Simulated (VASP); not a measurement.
# BN in VASP: further runs

The runs below take BN through single point, with PBE, PBEsol, PBE-based screened hybrid.

All numbers are computed with VASP 6.6.1; they aren't measurements. Logs are shortened: lines on timing, memory, paths and dates and some standing lists are left out, and cuts for length are marked.

## (1) The cell of the first run

The typed cell holds 2 atoms: a = 2.564 Å, b = 2.564 Å, c = 2.564 Å, α = 60.00°, β = 60.00°, γ = 60.00°.

## (2) Single point, PBE

Input file INCAR:

```
PREC = Accurate
ENCUT = 520
EDIFF = 1E-6
ISMEAR = -1
SIGMA = 0.05
LREAL = False
LASPH = True
NELM = 60
ALGO = Normal
ISIF = 2
LWAVE = False
LCHARG = True
GGA = PE
LELF = True
LVHAR = True
NBANDS = 11
```

Input file KPOINTS:

```
Automatic mesh
0
Gamma
  8 8 8
```

Input file POSCAR:

```
BN
1.0
    0.0000000000      1.8130010000      1.8130010000
    1.8130010000      0.0000000000      1.8130010000
    1.8130010000      1.8130010000      0.0000000000
N B
1 1
Direct
    0.2605220000      0.2249250000      0.2730030000
   -0.0106120000     -0.0050450000      0.0312970000
```

Potentials or basis: VASP PAW PBE potentials, release 64 (N, B).

Launch:

```bash
cat potpaw_PBE.64/N/POTCAR potpaw_PBE.64/B/POTCAR > POTCAR
mpirun -np 1 vasp_std > vasp.out
```

OUTCAR:

```text
PREC = Accurate
   ENCUT = 520
   EDIFF = 1E-6
   ISMEAR = -1
   LREAL = False
   LASPH = True
   NELM = 60
   ISIF = 2
   GGA = PE

 ion  position               nearest neighbor table
   1  0.261  0.225  0.273-   2 1.53   2 1.56   2 1.59   2 1.61
   2  0.989  0.995  0.031-   1 1.53   1 1.56   1 1.59   1 1.61

  LATTYP: Found a face centered cubic cell.
 ALAT       =     3.6260020000

  Lattice vectors:

 A1 = (   0.0000000000,   1.8130010000,   1.8130010000)
 A2 = (   1.8130010000,   0.0000000000,   1.8130010000)
 A3 = (   1.8130010000,   1.8130010000,   0.0000000000)

Analysis of symmetry for initial positions (statically):
=====================================================================
 Subroutine PRICEL returns:
 Original cell was already a primitive cell.

 Routine SETGRP: Setting up the symmetry group for a
 face centered cubic supercell.

 Subroutine GETGRP returns: Found  1 space group operations
 (whereof  1 operations were pure point group operations)
 out of a pool of 48 trial point group operations.

The static configuration has the point symmetry C_1 .

Analysis of symmetry for dynamics (positions and initial velocities):
=====================================================================
 Subroutine PRICEL returns:
 Original cell was already a primitive cell.

 Routine SETGRP: Setting up the symmetry group for a
 face centered cubic supercell.

 Subroutine GETGRP returns: Found  1 space group operations
 (whereof  1 operations were pure point group operations)
 out of a pool of 48 trial point group operations.

The dynamic configuration has the point symmetry C_1 .

 Subroutine INISYM returns: Found  1 space group operations
 (whereof  1 operations are pure point group operations),
 and found     1 'primitive' translations

----------------------------------------------------------------------------------------

                                     Primitive cell

  volume of cell :      11.9186

  direct lattice vectors                    reciprocal lattice vectors
     0.000000000  1.813001000  1.813001000    -0.275785838  0.275785838  0.275785838
     1.813001000  0.000000000  1.813001000     0.275785838 -0.275785838  0.275785838
     1.813001000  1.813001000  0.000000000     0.275785838  0.275785838 -0.275785838

  length of vectors
     2.563970603  2.563970603  2.563970603     0.477675083  0.477675083  0.477675083

  position of ions in fractional coordinates (direct lattice)
     0.260522000  0.224925000  0.273003000
     0.989388000  0.994955000  0.031297000

  ion indices of the primitive-cell ions
   primitive index   ion index
                 1           1
                 2           2

----------------------------------------------------------------------------------------

 KPOINTS: Automatic mesh

Automatic generation of k-mesh.
 Grid dimensions read from file:
 generate k-points for:    8    8    8

 Generating k-lattice:

  Cartesian coordinates                     Fractional coordinates (reciprocal lattice)
    -0.034473230  0.034473230  0.034473230     0.125000000  0.000000000  0.000000000
     0.034473230 -0.034473230  0.034473230     0.000000000  0.125000000  0.000000000
     0.034473230  0.034473230 -0.034473230     0.000000000  0.000000000  0.125000000

  Length of vectors
     0.059709385  0.059709385  0.059709385

  Shift w.r.t. Gamma in fractional coordinates (k-lattice)
     0.000000000  0.000000000  0.000000000

 Subroutine IBZKPT returns following result:
 ===========================================

 Found    260 irreducible k-points:

 Following reciprocal coordinates:
            Coordinates               Weight
  0.000000  0.000000  0.000000      1.000000
  0.125000  0.000000  0.000000      2.000000
  0.000000  0.125000  0.000000      2.000000
  0.000000  0.000000  0.125000      2.000000
  0.125000  0.125000  0.125000      2.000000
  0.250000  0.000000  0.000000      2.000000
[... 16 lines left out ...]
  0.125000  0.000000  0.250000      2.000000
  0.125000  0.125000 -0.125000      2.000000
 [... further k-points ...]
   k-points           NKPTS =    260   k-points in BZ     NKDIM =    260   number of bands    NBANDS=     11
   number of dos      NEDOS =    301   number of ions     NIONS =      2
   total plane-waves  NPLWV =   8000
   dimension x,y,z NGX =    20 NGY =   20 NGZ =   20
   dimension x,y,z NGXF=    40 NGYF=   40 NGZF=   40
   ions per type =               1   1
   NGX,Y,Z   is equivalent  to a cutoff of  12.97, 12.97, 12.97 a.u.
   NGXF,Y,Z  is equivalent  to a cutoff of  25.94, 25.94, 25.94 a.u.
 SYSTEM =  unknown system
   PREC   = accura    normal or accurate (medium, high low for compatibility)
   ISTART =      0    job   : 0-new  1-cont  2-samecut
   ICHARG =      2    charge: 1-file 2-atom 10-const
   ISPIN  =      1    spin polarized calculation?
   LNONCOLLINEAR =      F non collinear calculations
   LSORBIT =      F    spin-orbit coupling
   LASPH  =      T    aspherical Exc in radial PAW
   ENCUT  =  520.0 eV  38.22 Ry    6.18 a.u.   4.77  4.77  4.77*2*pi/ulx,y,z
   NELM   =     60;   NELMIN=  2; NELMDL= -5     # of ELM steps
   EDIFF  = 0.1E-05   stopping-criterion for ELM
   LREAL  =      F    real-space projection
   EDIFFG = 0.1E-04   stopping-criterion for IOM
   NSW    =      0    number of steps for IOM
   IBRION =     -1    ionic relax: 0-MD 1-quasi-New 2-CG
   NFREE  =      0    steps in history (QN), initial steepest desc. (CG)
   ISIF   =      2    stress and relaxation
   ISYM   =      2    0-nonsym 1-usesym 2-fastsym
   POTIM  = 0.5000    time-step for ionic-motion
   TEBEG  =    0.0;   TEEND  =   0.0 temperature during run
   PSTRESS=    0.0 pullay stress
   NELECT =       8.0000    total number of electrons
   NUPDOWN=      -1.0000    fix difference up-down
   EMIN   =  10.00;   EMAX   =-10.00  energy-range for DOS
   EFERMI =   0.00;   METHOD = LEGACY
   ISMEAR =    -1;   SIGMA  =   0.05  broadening in eV -4-tet -1-fermi 0-gaus
   EFERMI_NEDOS =   21; number of points for ismear=-14 and -15
   IALGO  =     38    algorithm
   IMIX   =      4    mixing-type and parameters
     AMIX     =   0.40;   BMIX     =  1.00
     AMIX_MAG =   1.60;   BMIX_MAG =  1.00
  volume/ion in A,a.u.               =       5.96        40.22
  Fermi-wavevector in a.u.,A,eV,Ry     =   1.433387  2.708709 27.954506  2.054598
  Thomas-Fermi vector in A             =   2.552911
   LORBIT       =      0    0 simple, 1 ext, 2 COOP (PROOUT), +10 PAW based schemes
   GGA     = PE    functional components
   LHFCALC =     F    Hartree Fock is set to
   AEXX    =    0.0000 exact exchange contribution
   IVDW    =     0    specifies the selected vdW correction
   LEPSILON=     F    determine dielectric tensor
   LRPA    =     F    only Hartree local field effects (RPA)
 non-spin polarized calculation
  energy-cutoff  :      520.00
  volume of cell :       11.92
 maximum number of plane-waves:       332
   NGX =  9   NGY =  9   NGZ =  9

 number of electron       8.0000000 magnetization

 Free energy of the ion-electron system (eV)
  ---------------------------------------------------
  ext. energy  EPLUGINS =         0.00000000
  ---------------------------------------------------
  free energy    TOTEN  =       -17.41285202 eV

  energy without entropy =      -17.41285202  energy(sigma->0) =      -17.41285202

 E-fermi :   8.6584     XC(G=0): -12.7770

 val. band max:        7.7548080942   @ k =   0.0000   0.0000   0.0000
 cond. band min:      11.6996038942   @ k =   0.5000   0.5000   0.0000
 fundamental gap:      3.9447958000
 Fermi energy:         8.6583708547

 k-point     1 :       0.0000    0.0000    0.0000
  band No.  band energies     occupation
      1     -12.8389      2.00000
      2       6.7526      2.00000
      3       7.3247      2.00000
      4       7.7548      2.00000
      5      15.7116      0.00000
      6      16.0150      0.00000
      7      16.5238      0.00000
      8      17.5127      0.00000
      9      31.8409      0.00000
     10      34.9423      0.00000
     11      34.9473      0.00000

 k-point     2 :       0.1250    0.0000    0.0000
  band No.  band energies     occupation
      1     -12.4649      2.00000
      2       5.0656      2.00000
      3       6.8777      2.00000
      4       7.3352      2.00000
      5      16.2386      0.00000
      6      16.4857      0.00000
      7      16.8444      0.00000
      8      18.8879      0.00000
      9      31.3689      0.00000
     10      31.6725      0.00000
     11      31.7637      0.00000

 k-point     3 :       0.0000    0.1250    0.0000
  band No.  band energies     occupation
      1     -12.4613      2.00000
      2       5.6819      2.00000
      3       6.4522      2.00000
      4       7.0322      2.00000
      5      16.2007      0.00000
      6      16.5386      0.00000
      7      17.0887      0.00000
      8      18.5583      0.00000
      9      31.4018      0.00000
     10      32.0056      0.00000
     11      32.0470      0.00000

 k-point     4 :       0.0000    0.0000    0.1250
  band No.  band energies     occupation
      1     -12.4623      2.00000
      2       5.5035      2.00000
      3       6.4458      2.00000
      4       7.2554      2.00000
      5      16.0623      0.00000
      6      16.5663      0.00000
      7      17.1396      0.00000
      8      18.6347      0.00000
      9      31.3579      0.00000
     10      31.9190      0.00000
     11      31.9973      0.00000

 k-point     5 :       0.1250    0.1250    0.1250
  band No.  band energies     occupation
      1     -12.4636      2.00000
      2       5.2544      2.00000
      3       6.6395      2.00000
      4       7.3543      2.00000
      5      16.1519      0.00000
      6      16.3812      0.00000
      7      17.1305      0.00000
      8      18.7646      0.00000
      9      31.3429      0.00000
     10      31.7676      0.00000
     11      31.9196      0.00000
[... 211 lines left out ...]
 k-point    21 :       0.2500    0.1250    0.0000
  band No.  band energies     occupation
      1     -11.4917      2.00000
      2       2.8136      2.00000
      3       5.2818      2.00000
      4       6.2486      2.00000
      5      15.5088      0.00000
      6      18.0172      0.00000
      7      19.0562      0.00000
      8      20.3250      0.00000
      9      26.6533      0.00000
     10      33.0726      0.00000
     11      33.7380      0.00000

 k-point    22 :       0.0000    0.2500    0.1250
  band No.  band energies     occupation
      1     -11.4830      2.00000
      2       3.2639      2.00000
      3       4.9803      2.00000
      4       5.9772      2.00000
      5      15.5406      0.00000
      6      18.1833      0.00000
      7      19.1195      0.00000
      8      19.8196      0.00000
      9      26.8084      0.00000
     10      33.2343      0.00000
     11      34.3474      0.00000

 k-point    23 :       0.1250    0.0000    0.2500
  band No.  band energies     occupation
      1     -11.4835      2.00000
      2       3.2072      2.00000
      3       5.2726      2.00000
      4       5.7375      2.00000
      5      15.5196      0.00000
      6      18.5189      0.00000
      7      18.8774      0.00000
      8      19.7044      0.00000
      9      26.8344      0.00000
     10      33.2877      0.00000
     11      34.4438      0.00000

 k-point    24 :       0.1250    0.1250   -0.1250
  band No.  band energies     occupation
      1     -11.4848      2.00000
      2       3.1662      2.00000
      3       5.1561      2.00000
      4       5.9196      2.00000
      5      15.4955      0.00000
      6      18.4576      0.00000
      7      18.8074      0.00000
      8      19.8989      0.00000
      9      26.8107      0.00000
     10      33.2297      0.00000
     11      34.3408      0.00000

 [... further k-points ...]

------------------------ aborting loop because EDIFF is reached ----------------------------------------

  FORCE on cell =-STRESS in cart. coord.  units (eV):
  Direction    XX          YY          ZZ          XY          YZ          ZX
  --------------------------------------------------------------------------------------
  -------------------------------------------------------------------------------------
  Total        0.0408459      0.0606869      0.0660061     -0.0583930      0.0778778     -0.0397467
  in kB        5.4907845      8.1579582      8.8730028     -7.8495976     10.4688751     -5.3430282
  external PRESSURE =       7.5072485 kB  Pullay stress =       0.0000000 kB

 VOLUME and BASIS-vectors are now :
 -----------------------------------------------------------------------------
  energy-cutoff  :      520.00
  volume of cell :       11.92
      direct lattice vectors                 reciprocal lattice vectors
     0.000000000  1.813001000  1.813001000    -0.275785838  0.275785838  0.275785838
     1.813001000  0.000000000  1.813001000     0.275785838 -0.275785838  0.275785838
     1.813001000  1.813001000  0.000000000     0.275785838  0.275785838 -0.275785838

 POSITION                                       TOTAL-FORCE (eV/Angst)
 -----------------------------------------------------------------------------------
      0.90274      0.96728      0.88012         1.215931     -0.563147     -0.160477
      1.86060      1.85050      3.59762        -1.215931      0.563147      0.160477
 -----------------------------------------------------------------------------------
    total drift:                               -0.000035      0.000021      0.000014

  FREE ENERGIE OF THE ION-ELECTRON SYSTEM (eV)
  ---------------------------------------------------
  free  energy   TOTEN  =       -17.4128520174 eV

  energy  without entropy=      -17.4128520174  energy(sigma->0) =      -17.41285202
```

It took 15 s on 1 thread of Intel Xeon 6975P-C, shared host; peak memory 0.14 GiB.

Results:

* Free energy: -17.4129 eV
* Pressure: 0.8 GPa
* Largest force: 1.350 eV/Å
* Band gap on the k mesh: 3.94 eV, indirect (least direct gap 7.96 eV)

Forces on the atoms (eV/Å):
```
N    1.216 -0.563 -0.160
B   -1.216  0.563  0.160
```

Caveat: forces of over 1 eV/Å act on the atoms, so gaps and moduli don't describe the material at rest. PBE gaps usually lie below the measured ones, often by a third to a half.

(Continued in part 2 of 2.)
